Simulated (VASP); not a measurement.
Set up this calculation in VASP 6.6.1, as the native input.

* Task: single point
* Functional: revPBE
* Potentials or basis: VASP PAW PBE potentials, release 64 (Rh_pv)
* Cutoff: 520 eV
* k mesh: 9 × 9 × 12
* Occupations: fermi-dirac, width 0.1 eV
* Spin: no spin polarisation
* Dipole correction: no
* Further INCAR settings: ALGO = Normal; EDIFF = 1e-06; NBANDS = 30

The structure of Rh lies in POSCAR:

```
Rh
1.0
    4.3581945430      0.0000000000      0.0000000000
   -2.1790972715      3.7743071889      0.0000000000
    0.0000000000      0.0000000000      2.6753930997
Rh
3
Direct
    1.0000000000      0.0000000000      0.0000000000
    0.3333333333      0.6666666667      0.5000000000
    0.6666666667      0.3333333333      0.5000000000
```

This isn't the form of Rh at room conditions, which is fcc.

These files were run (other wordings do the same):

INCAR

```
SYSTEM = Rh
ALGO = Normal
EDIFF = 1E-6
ENCUT = 520
GGA = RE
ISIF = 2
ISMEAR = -1
LASPH = .True.
LCHARG = .False.
LREAL = .False.
LWAVE = .False.
NBANDS = 30
NELM = 60
PREC = Accurate
SIGMA = 0.1
```

KPOINTS

```
k-points
0
Gamma
  9 9 12
  0 0 0
```

Potentials or basis: VASP PAW PBE potentials, release 64 (Rh_pv).

Run with:

```sh
$ cat potpaw_PBE.64/Rh_pv/POTCAR > POTCAR
$ mpirun -np 1 vasp_std > vasp.out
```

It gave:

- Pressure: 0.1 GPa
- Band gap on the k mesh: zero (an odd number of electrons rules out a gap without spin polarisation)

Caveat: the PAW data sets were made with another functional, which shifts forces and pressure a little.

Wall time 110 s on 1 thread of Intel Xeon 8259CL, with other jobs on the host, peak memory 0.21 GiB.
